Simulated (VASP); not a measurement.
Here is a VASP 6.6.1 calculation.

INCAR

```
SYSTEM = Al2Ru
PREC = Accurate ; ENCUT = 520
EDIFF = 1E-7 ; ISMEAR = 0
SIGMA = 0.1 ; LREAL = .False.
LASPH = .True. ; NELM = 100
ALGO = Fast ; ISIF = 2
LWAVE = .False. ; LCHARG = .False.
GGA = PS ; NBANDS = 29
```

File KPOINTS:

```
Automatic mesh
0
Gamma
  10 8 10
  0 0 0
```

POSCAR

```
Al2Ru
1.0
   -3.1213577630     -3.1213577630      0.0000000000
   -3.1213577630      3.1213577630      0.0000000000
    1.5606788815      1.5606788815     -4.2115520768
Al Ru
4 2
Direct
    0.8409239176      0.5000000000      0.6818478351
    0.3409239176      0.0000000000      0.6818478351
    0.1590760824      0.5000000000      0.3181521649
    0.6590760824      0.0000000000      0.3181521649
    0.5000000000      0.5000000000      0.0000000000
    1.0000000000      0.0000000000      0.0000000000
```

Potentials or basis: VASP PAW PBE potentials, release 64 (Al, Ru_pv).

Command:

```bash
$ cat potpaw_PBE.64/Al/POTCAR potpaw_PBE.64/Ru_pv/POTCAR > POTCAR
$ mpirun -np 1 vasp_std > vasp.out
```

Q: Predict the pressure.

A: 0.1 GPa.

Q: Predict the band gap on the k mesh.

A: Zero (bands 20 and 21 overlap by 0.14 eV).

Caveat: the PAW data sets were made with another functional, which shifts forces and pressure a little.
